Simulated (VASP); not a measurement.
# CdSe (F-43m) in VASP: a series of runs, part 2 of 2

VASP 6.6.1. Earlier steps stand in the parts before.

### 3 Single point, PBE

This run uses another cell than the first one, of 29.75 Å³/atom, 1.168 times its volume.

The input, INCAR:

```
SYSTEM = CdSe
PREC     = Accurate       ! precision mode
ENCUT    = 520            ! plane-wave cutoff, eV
EDIFF    = 1E-6           ! SCF threshold, eV
ISMEAR   = 0              ! smearing method
SIGMA    = 0.01           ! smearing width, eV
LREAL    = .False.        ! projectors in reciprocal space
LASPH    = .True.         ! aspherical terms in the spheres
NELM     = 80             ! most SCF steps
ALGO     = Normal         ! electronic algorithm
ISIF     = 2              ! what is computed and relaxed
LWAVE    = .False.        ! write WAVECAR
LCHARG   = .False.        ! write CHGCAR
GGA      = PE             ! functional
NBANDS   = 16             ! bands
```

The input, KPOINTS:

```
regular mesh
0
Gamma
  6 6 6
  0 0 0
```

The input, POSCAR:

```
CdSe
1.0
    0.0000000000      3.0986163912      3.0986163912
    3.0986163912      0.0000000000      3.0986163912
    3.0986163912      3.0986163912      0.0000000000
Cd Se
1 1
Direct
    0.0000000000      0.0000000000      0.0000000000
    0.7500000000      0.7500000000      0.7500000000
```

Potentials or basis: VASP PAW PBE potentials, release 64 (Cd, Se).

Started as:

```console
> cat potpaw_PBE.64/Cd/POTCAR potpaw_PBE.64/Se/POTCAR > POTCAR
> mpirun -np 1 vasp_std > vasp.out
```

OUTCAR:

```text
SYSTEM = CdSe
   PREC = Accurate
   ENCUT = 520
   EDIFF = 1E-6
   ISMEAR = 0
   LREAL = .False.
   LASPH = .True.
   NELM = 80
   ISIF = 2
   GGA = PE

 ion  position               nearest neighbor table
   1  0.000  0.000  0.000-   2 2.68   2 2.68   2 2.68   2 2.68
   2  0.750  0.750  0.750-   1 2.68   1 2.68   1 2.68   1 2.68

  LATTYP: Found a face centered cubic cell.
 ALAT       =     6.1972327824

  Lattice vectors:

 A1 = (   0.0000000000,   3.0986163912,   3.0986163912)
 A2 = (   3.0986163912,   0.0000000000,   3.0986163912)
 A3 = (   3.0986163912,   3.0986163912,   0.0000000000)

Analysis of symmetry for initial positions (statically):
=====================================================================
 Subroutine PRICEL returns:
 Original cell was already a primitive cell.

 Routine SETGRP: Setting up the symmetry group for a
 face centered cubic supercell.

 Subroutine GETGRP returns: Found 24 space group operations
 (whereof 24 operations were pure point group operations)
 out of a pool of 48 trial point group operations.

The static configuration has the point symmetry T_d .

Analysis of symmetry for dynamics (positions and initial velocities):
=====================================================================
 Subroutine PRICEL returns:
 Original cell was already a primitive cell.

 Routine SETGRP: Setting up the symmetry group for a
 face centered cubic supercell.

 Subroutine GETGRP returns: Found 24 space group operations
 (whereof 24 operations were pure point group operations)
 out of a pool of 48 trial point group operations.

The dynamic configuration has the point symmetry T_d .

 Subroutine INISYM returns: Found 24 space group operations
 (whereof 24 operations are pure point group operations),
 and found     1 'primitive' translations

[... 100 lines left out ...]
   ISMEAR =     0;   SIGMA  =   0.01  broadening in eV -4-tet -1-fermi 0-gaus
   EFERMI_NEDOS =   21; number of points for ismear=-14 and -15
   IALGO  =     38    algorithm
   IMIX   =      4    mixing-type and parameters
     AMIX     =   0.40;   BMIX     =  1.00
     AMIX_MAG =   1.60;   BMIX_MAG =  1.00
  volume/ion in A,a.u.               =      29.75       200.77
  Fermi-wavevector in a.u.,A,eV,Ry     =   1.098975  2.076762 16.432386  1.207746
  Thomas-Fermi vector in A             =   2.235362
   LORBIT       =      0    0 simple, 1 ext, 2 COOP (PROOUT), +10 PAW based schemes
   GGA     = PE    functional components
   LHFCALC =     F    Hartree Fock is set to
   AEXX    =    0.0000 exact exchange contribution
   IVDW    =     0    specifies the selected vdW correction
   LEPSILON=     F    determine dielectric tensor
   LRPA    =     F    only Hartree local field effects (RPA)
 non-spin polarized calculation
 Gauss-broadening in eV      SIGMA  =   0.01
  energy-cutoff  :      520.00
  volume of cell :       59.50
 maximum number of plane-waves:      1639
 NGX is ok and might be reduce to    36
   NGX = 17   NGY = 17   NGZ = 17

 number of electron      18.0000000 magnetization

 Free energy of the ion-electron system (eV)
  ---------------------------------------------------
  ext. energy  EPLUGINS =         0.00000000
  ---------------------------------------------------
  free energy    TOTEN  =        -5.49551493 eV

  energy without entropy =       -5.49551493  energy(sigma->0) =       -5.49551493

 E-fermi :   0.5563     XC(G=0):  -8.6314

 val. band max:        0.5150485790   @ k =   0.0000   0.0000   0.0000
 cond. band min:       1.0051622513   @ k =   0.0000   0.0000   0.0000
 fundamental gap:      0.4901136723
 Fermi energy:         0.5562881913

 k-point     1 :       0.0000    0.0000    0.0000
  band No.  band energies     occupation
      1     -11.7787      2.00000
      2      -7.2500      2.00000
      3      -7.2500      2.00000
      4      -7.2500      2.00000
      5      -6.9332      2.00000
      6      -6.9332      2.00000
[... 281 lines left out ...]
      3      -7.0755      2.00000
      4      -6.9854      2.00000
      5      -6.9090      2.00000
      6      -6.5423      2.00000
[... 8 lines left out ...]
     15      13.1281      0.00000
     16      13.2368      0.00000

------------------------ aborting loop because EDIFF is reached ----------------------------------------

  FORCE on cell =-STRESS in cart. coord.  units (eV):
  Direction    XX          YY          ZZ          XY          YZ          ZX
  --------------------------------------------------------------------------------------
  -------------------------------------------------------------------------------------
  Total        0.0855281      0.0855281      0.0855281      0.0000000      0.0000000      0.0000000
  in kB        2.3029576      2.3029576      2.3029576      0.0000000      0.0000000      0.0000000
  external PRESSURE =       2.3029576 kB  Pullay stress =       0.0000000 kB

 VOLUME and BASIS-vectors are now :
 -----------------------------------------------------------------------------
  energy-cutoff  :      520.00
  volume of cell :       59.50
      direct lattice vectors                 reciprocal lattice vectors
     0.000000000  3.098616391  3.098616391    -0.161362343  0.161362343  0.161362343
     3.098616391  0.000000000  3.098616391     0.161362343 -0.161362343  0.161362343
     3.098616391  3.098616391  0.000000000     0.161362343  0.161362343 -0.161362343

 POSITION                                       TOTAL-FORCE (eV/Angst)
 -----------------------------------------------------------------------------------
      0.00000      0.00000      0.00000        -0.000000     -0.000000     -0.000000
      4.64792      4.64792      4.64792         0.000000      0.000000      0.000000
 -----------------------------------------------------------------------------------
    total drift:                                0.000000      0.000000      0.000000

  FREE ENERGIE OF THE ION-ELECTRON SYSTEM (eV)
  ---------------------------------------------------
  free  energy   TOTEN  =        -5.4955149343 eV

  energy  without entropy=       -5.4955149343  energy(sigma->0) =       -5.49551493
```

Wall time 27 s (1 thread of AMD EPYC 7R13 (Zen 3), shared host); peak memory 0.18 GiB.

Results:

- Free energy: -5.4955 eV
- Pressure: 0.2 GPa
- Band gap on the k mesh: 0.49 eV, direct

Levels at points of the mesh, in eV from the valence-band top:
```
           k point  band 6  band 7  band 8  band 9  band 10  band 11  band 12  band 13
(0.00, 0.00, 0.00)   -7.45    0.00    0.00    0.00     0.49     5.93     5.93     5.93
(0.50, 0.00, 0.00)   -7.19   -4.07   -0.67   -0.67     2.32     6.42     6.42     7.25
(0.50, 0.50, 0.00)   -7.14   -3.83   -1.67   -1.67     3.24     3.69     8.86     9.88
```

### 4 Relaxation of cell and atoms, PBE

This run uses another cell than the first one, of 28.94 Å³/atom, 1.136 times its volume.

The input, INCAR:

```
SYSTEM = CdSe
PREC     = Accurate       ! precision mode
ENCUT    = 600            ! plane-wave cutoff, eV
EDIFF    = 1E-6           ! SCF threshold, eV
ISMEAR   = 0              ! smearing method
SIGMA    = 0.01           ! smearing width, eV
LREAL    = .FALSE.        ! projectors in reciprocal space
LASPH    = .TRUE.         ! aspherical terms in the spheres
NELM     = 100            ! most SCF steps
ALGO     = Normal         ! electronic algorithm
ISIF     = 3              ! what is computed and relaxed
LWAVE    = .FALSE.        ! write WAVECAR
LCHARG   = .FALSE.        ! write CHGCAR
GGA      = PE             ! functional
IBRION   = 2              ! ionic algorithm
NSW      = 60             ! ionic steps
EDIFFG   = -0.03          ! ionic threshold
```

The input, KPOINTS:

```
Automatic mesh
0
G
  6 6 6
  0 0 0
```

The input, POSCAR:

```
CdSe
1.0
    0.0000000000      3.0702700000      3.0702700000
    3.0702700000      0.0000000000      3.0702700000
    3.0702700000      3.0702700000      0.0000000000
Cd Se
1 1
Direct
    0.0000000000      0.0000000000      0.0000000000
    0.7500000000      0.7500000000      0.7500000000
```

Potentials or basis: VASP PAW PBE potentials, release 64 (Cd, Se).

Started as:

```console
> cat potpaw_PBE.64/Cd/POTCAR potpaw_PBE.64/Se/POTCAR > POTCAR
> mpirun -np 1 vasp_std > vasp.out
```

OUTCAR:

```text
SYSTEM = CdSe
   PREC = Accurate
   ENCUT = 600
   EDIFF = 1E-6
   ISMEAR = 0
   LREAL = .FALSE.
   LASPH = .TRUE.
   NELM = 100
   ISIF = 3
   GGA = PE
   IBRION = 2
   NSW = 60
   EDIFFG = -0.03

 ion  position               nearest neighbor table
   1  0.000  0.000  0.000-   2 2.66   2 2.66   2 2.66   2 2.66
   2  0.750  0.750  0.750-   1 2.66   1 2.66   1 2.66   1 2.66

  LATTYP: Found a face centered cubic cell.
 ALAT       =     6.1405400000

  Lattice vectors:

 A1 = (   0.0000000000,   3.0702700000,   3.0702700000)
 A2 = (   3.0702700000,   0.0000000000,   3.0702700000)
 A3 = (   3.0702700000,   3.0702700000,   0.0000000000)

Analysis of symmetry for initial positions (statically):
=====================================================================
 Subroutine PRICEL returns:
 Original cell was already a primitive cell.

 Routine SETGRP: Setting up the symmetry group for a
 face centered cubic supercell.

 Subroutine GETGRP returns: Found 24 space group operations
 (whereof 24 operations were pure point group operations)
 out of a pool of 48 trial point group operations.

The static configuration has the point symmetry T_d .

Analysis of symmetry for dynamics (positions and initial velocities):
=====================================================================
[... 146 lines left out ...]
  ext. energy  EPLUGINS =         0.00000000
  ---------------------------------------------------
  free energy    TOTEN  =        -5.48626385 eV

  energy without entropy =       -5.48626385  energy(sigma->0) =       -5.48626385

------------------------ aborting loop because EDIFF is reached ----------------------------------------

  FORCE on cell =-STRESS in cart. coord.  units (eV):
  Direction    XX          YY          ZZ          XY          YZ          ZX
  --------------------------------------------------------------------------------------
  -------------------------------------------------------------------------------------
  Total        0.5546958      0.5546958      0.5546958     -0.0000000      0.0000000      0.0000000
  in kB       15.3534409     15.3534409     15.3534409     -0.0000000      0.0000000      0.0000000
  external PRESSURE =      15.3534409 kB  Pullay stress =       0.0000000 kB
[... 59 lines left out ...]
--------------------------------------- Ionic step        3  -------------------------------------------

 number of electron      18.0000000 magnetization

 Free energy of the ion-electron system (eV)
  ---------------------------------------------------
  ext. energy  EPLUGINS =         0.00000000
  ---------------------------------------------------
  free energy    TOTEN  =        -5.49494253 eV

  energy without entropy =       -5.49494253  energy(sigma->0) =       -5.49494253

 E-fermi :   0.5850     XC(G=0):  -8.6124

 val. band max:        0.4845506883   @ k =   0.0000   0.0000   0.0000
 cond. band min:       0.9663014209   @ k =   0.0000   0.0000   0.0000
 fundamental gap:      0.4817507326
 Fermi energy:         0.5849736233

 k-point     1 :       0.0000    0.0000    0.0000
  band No.  band energies     occupation
      1     -11.7882      2.00000
      2      -7.2698      2.00000
      3      -7.2698      2.00000
      4      -7.2698      2.00000
      5      -6.9571      2.00000
      6      -6.9571      2.00000
      7       0.4846      2.00000
      8       0.4846      2.00000
      9       0.4846      2.00000
     10       0.9663      0.00000
     11       6.4093      0.00000
     12       6.4093      0.00000
     13       6.4093      0.00000
[... 267 lines left out ...]
  FREE ENERGIE OF THE ION-ELECTRON SYSTEM (eV)
  ---------------------------------------------------
  free  energy   TOTEN  =        -5.4949425266 eV

  energy  without entropy=       -5.4949425266  energy(sigma->0) =       -5.49494253

 reached required accuracy - stopping structural energy minimisation
```

OSZICAR:

```text
N       E                     dE             d eps       ncg     rms          rms(c)
DAV:   1     0.119968233605E+03    0.11997E+03   -0.97057E+03   416   0.140E+03
DAV:   2    -0.524790972993E+00   -0.12049E+03   -0.11485E+03   461   0.307E+02
DAV:   3    -0.583776621510E+01   -0.53130E+01   -0.52977E+01   481   0.669E+01
[... 24 lines left out ...]
DAV:   3    -0.549503217546E+01    0.10437E-02   -0.28691E-03   436   0.593E-01    0.219E-01
DAV:   4    -0.549494348072E+01    0.88695E-04   -0.18911E-04   421   0.137E-01    0.353E-02
DAV:   5    -0.549494135716E+01    0.21236E-05   -0.33974E-05   486   0.848E-02    0.146E-02
DAV:   6    -0.549494263349E+01   -0.12763E-05   -0.57435E-06   436   0.334E-02    0.493E-03
DAV:   7    -0.549494252662E+01    0.10687E-06   -0.49198E-07   293   0.525E-03
   3 F= -.54949425E+01 E0= -.54949425E+01  d E =-.867867E-02
```

Run time: 43 s. Hardware: 1 thread of AMD EPYC 7R13 (Zen 3), shared host; peak memory 0.19 GiB.

What came out:

```
Free energy                            : -5.4949 eV
Relaxed volume                         : 29.88 Å³/atom
Relaxed cell                           : a = 4.388 Å, b = 4.388 Å, c = 4.388 Å, α = 60.00°, β = 60.00°, γ = 60.00°
Space group after relaxing (to 0.05 Å) : F-43m (No. 216)
Energy gained by relaxing              : 4.3 meV/atom
Ionic steps                            : 3
Pressure after relaxing                : 0.0 GPa
Band gap on the k mesh                 : 0.48 eV, direct
```

The path:
```csv
step,energy change (eV),largest force (eV/Å),pressure (GPa),volume (Å³)
1,0.0000,0.0000,1.54,57.88
2,-0.0081,0.0000,-0.36,60.24
3,-0.0087,0.0000,0.01,59.75
```

Final structure:
```
CELL_PARAMETERS angstrom
0.00000 3.10291 3.10291
3.10291 0.00000 3.10291
3.10291 3.10291 0.00000
ATOMIC_POSITIONS crystal
Cd 0.00000 0.00000 0.00000
Se 0.75000 0.75000 0.75000
```

As with any semilocal functional, this PBE gap is likely too small.

### 5 Relaxation of cell and atoms, PBE, target pressure 10 GPa, at which the enthalpy is minimised

This run uses another cell than the first one, of 28.94 Å³/atom, 1.136 times its volume.

The input, INCAR:

```
ALGO = Normal ; EDIFF = 1E-7
EDIFFG = -0.03 ; ENCUT = 600
GGA = PE ; IBRION = 2
ISIF = 3 ; ISMEAR = 0
LASPH = T ; LCHARG = F
LREAL = F ; LWAVE = F
NELM = 100 ; NSW = 60
PREC = Accurate ; PSTRESS = 100.0
SIGMA = 0.01
```

The input, KPOINTS:

```
k-points
0
Gamma
  6 6 6
```

POSCAR is that of step 4.

Started as:

```console
> cat potpaw_PBE.64/Cd/POTCAR potpaw_PBE.64/Se/POTCAR > POTCAR
> mpirun -np 1 vasp_std > vasp.out
```

Wall time 69 s (1 thread of AMD EPYC 7R13 (Zen 3), shared host); peak memory 0.18 GiB.

Results (log left out):

| Quantity | Value |
| --- | --- |
| Free energy | -5.2706 eV |
| Relaxed volume | 25.64 Å³/atom |
| Relaxed cell | a = 4.170 Å, b = 4.170 Å, c = 4.170 Å, α = 60.00°, β = 60.00°, γ = 60.00° |
| Space group after relaxing (to 0.05 Å) | F-43m (No. 216) |
| Energy change on relaxing (the enthalpy is what falls) | +107.8 meV/atom |
| Ionic steps | 3 |
| Pressure after relaxing | 9.8 GPa |
| Band gap on the k mesh | 0.80 eV, direct |

Step by step:
```csv
step,energy change (eV),largest force (eV/Å),pressure (GPa),volume (Å³)
1,0.0000,0.0000,1.53,57.88
2,0.7195,0.0000,21.75,45.99
3,0.2156,0.0000,9.83,51.29
```

Final structure:
```
CELL_PARAMETERS angstrom
0.00000 2.94887 2.94887
2.94887 0.00000 2.94887
2.94887 2.94887 0.00000
ATOMIC_POSITIONS crystal
Cd 0.00000 0.00000 0.00000
Se 0.75000 0.75000 0.75000
```

Levels at points of the mesh, in eV from the valence-band top:
| k point | band 7 | band 8 | band 9 | band 10 | band 11 | band 12 |
| --- | --- | --- | --- | --- | --- | --- |
| (0.00, 0.00, 0.00) | 0.00 | 0.00 | 0.00 | 0.80 | 5.91 | 5.91 |
| (0.50, 0.00, 0.00) | -4.97 | -0.89 | -0.89 | 2.50 | 6.44 | 6.44 |
| (0.50, 0.50, 0.00) | -4.53 | -2.19 | -2.19 | 2.95 | 3.81 | 9.59 |

Caveat: the cell is relaxed towards a set pressure, so the enthalpy falls and the energy may rise.

### 6 Relaxation of cell and atoms, PBE, target pressure 20 GPa, at which the enthalpy is minimised

This run uses another cell than the first one, of 28.94 Å³/atom, 1.136 times its volume.

The input, INCAR:

```
SYSTEM = CdSe
PREC     = Accurate       ! precision mode
ENCUT    = 600            ! plane-wave cutoff, eV
EDIFF    = 1E-6           ! SCF threshold, eV
ISMEAR   = 0              ! smearing method
SIGMA    = 0.01           ! smearing width, eV
LREAL    = .FALSE.        ! projectors in reciprocal space
LASPH    = .TRUE.         ! aspherical terms in the spheres
NELM     = 100            ! most SCF steps
ALGO     = Normal         ! electronic algorithm
ISIF     = 3              ! what is computed and relaxed
LWAVE    = .FALSE.        ! write WAVECAR
LCHARG   = .FALSE.        ! write CHGCAR
GGA      = PE             ! functional
IBRION   = 2              ! ionic algorithm
NSW      = 60             ! ionic steps
EDIFFG   = -0.03          ! ionic threshold
PSTRESS  = 200.0
```

The input, KPOINTS:

```
regular mesh
0
G
  6 6 6
  0 0 0
```

POSCAR is that of step 5.

Potentials or basis: VASP PAW PBE potentials, release 64 (Cd, Se).

Started as:

```console
> cat potpaw_PBE.64/Cd/POTCAR potpaw_PBE.64/Se/POTCAR > POTCAR
> mpirun -np 1 vasp_std > vasp.out
```

It took 73 s on 1 thread of AMD EPYC 7R13 (Zen 3), shared host; peak memory 0.19 GiB.

Results (log left out):

| Property | Result |
| --- | --- |
| Free energy | -4.8473 eV |
| Relaxed volume | 23.31 Å³/atom |
| Relaxed cell | a = 4.040 Å, b = 4.040 Å, c = 4.040 Å, α = 60.00°, β = 60.00°, γ = 60.00° |
| Space group after relaxing (to 0.05 Å) | F-43m (No. 216) |
| Energy change on relaxing (the enthalpy is what falls) | +319.5 meV/atom |
| Ionic steps | 5 |
| Pressure after relaxing | 20.0 GPa |
| Band gap on the k mesh | 0.99 eV, direct |

The path:
| step | energy change (eV) | largest force (eV/Å) | pressure (GPa) | volume (Å³) |
| --- | --- | --- | --- | --- |
| 1 | 0.0000 | 0.0000 | 1.54 | 57.88 |
| 2 | 4.3621 | 0.0000 | 92.81 | 34.20 |
| 3 | 0.5418 | 0.0000 | 17.83 | 47.43 |
| 4 | 0.6091 | 0.0000 | 19.34 | 46.85 |
| 5 | 0.6389 | 0.0000 | 19.99 | 46.61 |

Final structure:
```yaml
crystal:
  lattice:
    - [0.00000, 2.85640, 2.85640]
    - [2.85640, 0.00000, 2.85640]
    - [2.85640, 2.85640, 0.00000]
  atoms:
    - { symbol: Cd, position: [0.00000, 0.00000, 0.00000] }
    - { symbol: Se, position: [0.75000, 0.75000, 0.75000] }
```

Levels at points of the mesh, in eV from the valence-band top:
| k point | band 6 | band 7 | band 8 | band 9 | band 10 | band 11 | band 12 | band 13 |
| --- | --- | --- | --- | --- | --- | --- | --- | --- |
| (0.00, 0.00, 0.00) | -8.19 | 0.00 | 0.00 | 0.00 | 0.99 | 5.85 | 5.85 | 5.85 |
| (0.50, 0.00, 0.00) | -7.72 | -5.66 | -1.07 | -1.07 | 2.58 | 6.40 | 6.40 | 7.82 |
| (0.50, 0.50, 0.00) | -7.63 | -5.03 | -2.60 | -2.60 | 2.72 | 3.79 | 10.13 | 11.35 |

Caveat: the cell is relaxed towards a set pressure, so the enthalpy falls and the energy may rise; the volume moved by over 15 % at a fixed basis, so the end points are rough.

### 7 Overview

| task | cell | cutoff (eV) | gap on the mesh (eV) | pressure (GPa) |
| --- | --- | --- | --- | --- |
| single point | a = 4.161 Å, angles 60.0°, 2 atoms | 520 | 0.81 | 10.5 |
| single point | a = 4.382 Å, angles 60.0°, 2 atoms | 520 | 0.49 | 0.2 |
| relaxation of cell and atoms | relaxed from a = 4.342 Å, angles 60.0°, 2 atoms | 600 | 0.48 | 0.0 |
| relaxation of cell and atoms | relaxed to 10 GPa from a = 4.342 Å, angles 60.0°, 2 atoms | 600 | 0.80 | 9.8 |
| relaxation of cell and atoms | relaxed to 20 GPa from a = 4.342 Å, angles 60.0°, 2 atoms | 600 | 0.99 | 20.0 |

Alike in all rows: level PBE; potentials or basis VASP PAW PBE potentials, release 64 (Cd, Se); no spin polarisation; k mesh 6 × 6 × 6; smearing gaussian 0.01 eV.

Caveats: the cell is relaxed towards a set pressure, so the enthalpy falls and the energy may rise (some runs); the volume moved by over 15 % at a fixed basis, so the end points are rough (some runs).

Total energies depend on the potentials used, so only differences within one code and one set of settings carry meaning.
